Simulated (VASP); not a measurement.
The system is MgSiC2.

```xyz
4
Lattice="1.6433 0.9488 5.3692 -1.6433 0.9488 5.3692 0.0000 -1.8976 5.3692" Properties=species:S:1:pos:R:3 pbc="T T T"
Mg    0.0000    0.0000    8.0537
Si    0.0000    0.0000    0.0000
C     0.0000    0.0000    4.1090
C     0.0000    0.0000   11.9985
```

The cell was built from a structure type or drawn by symmetry, and may not be a known phase.

| Quantity | Value |
| --- | --- |
| Program | VASP 6.6.1 |
| Task | relaxation of cell and atoms |
| Functional | PBE |
| Potentials or basis | VASP PAW PBE potentials, release 64 (Mg, Si, C) |
| Cutoff | 600 eV |
| k mesh | 6 × 6 × 6 |
| Occupations | gaussian, width 0.1 eV |
| Spin | no spin polarisation |

At the start: pressure -24.6 GPa; volume 12.56 Å³/atom.

Problem. Where does the relaxation end?

Solution. Over 9 steps the energy falls by 356.8 meV/atom and the volume is 10.06 Å³/atom (-19.9 %); space group R-3m (No. 166, to 0.1 Å) before and after.

The path:
```
step  energy change (eV)  largest force (eV/Å)  pressure (GPa)  volume (Å³)
   1              0.0000                2.1729          -24.64        50.23
   2             -1.2904                0.6895           11.35        37.45
   3             -1.3320                1.0362            3.15        38.94
   4             -1.4151                0.1255            2.32        39.46
   5             -1.4193                0.1070            2.22        39.61
   6             -1.4236                0.0026           -1.37        40.44
   7             -1.4243                0.0282           -0.43        40.22
   8             -1.4266                0.0101           -0.41        40.23
   9             -1.4271                0.0262           -0.42        40.24
```

Final structure:
```
Mg Si C
1.0
     1.50331    0.86794    5.13969
    -1.50331    0.86794    5.13969
     0.00000   -1.73588    5.13969
Mg Si C
1 1 2
Cartesian
  0.0000 0.0000 7.7095
  0.0000 0.0000 0.0000
  0.0000 0.0000 4.0848
  0.0000 0.0000 11.3343
```

Caveat: the k points lie up to 0.41 Å⁻¹ apart in the final cell, too coarse for converged energies and pressures of a metal; the volume moved by over 15 % at a fixed basis, so the end points are rough.
